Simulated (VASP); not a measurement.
Cd3HgSe4, 8 atoms in the cell. The structure is tetragonal, space group P-4m2 (No. 115). Conventional cell: a = 4.412 Å, b = 4.412 Å, c = 12.379 Å, α = 90.00°, β = 90.00°, γ = 90.00°. Within 3.5 Å of Cd (site symmetry -4m2) lie 4 Se at 2.69 Å. Cd (site symmetry 2mm) has 4 Se at 2.69 Å within 3.5 Å. Hg (site symmetry -4m2) has 4 Se at 2.71 Å within 3.6 Å. Within 3.5 Å of Se (site symmetry 2mm) lie 4 Cd at 2.69 Å. Se (site symmetry 2mm) has 2 Cd at 2.69 Å and 2 Hg at 2.71 Å within 3.5 Å. 

| Property | Result |
| --- | --- |
| Program | VASP 6.6.1 |
| Task | single point |
| Functional | PBE |
| Potentials or basis | VASP PAW PBE potentials, release 64 (Cd, Hg, Se) |
| Cutoff | 520 eV |
| k mesh | 4 × 4 × 2 |
| Occupations | gaussian, width 0.1 eV |
| Spin | no spin polarisation |
| Dipole correction | no |
| Further INCAR settings | ALGO = Normal; EDIFF = 1e-07; NBANDS = 46 |

Potentials or basis: VASP PAW PBE potentials, release 64 (Cd, Hg, Se).

Command:

```sh
$ cat potpaw_PBE.64/Cd/POTCAR potpaw_PBE.64/Hg/POTCAR potpaw_PBE.64/Se/POTCAR > POTCAR
$ mpirun -np 1 vasp_std > vasp.out
```

Hardware: 1 thread of Intel Xeon 8259CL (shared host).

Problem. How long does it take, and how much memory?

Solution. Run time: 4.6 min on 1 thread of Intel Xeon 8259CL, with other jobs on the host, peak memory 0.41 GiB. Counts: scf iterations 16, k points 12.
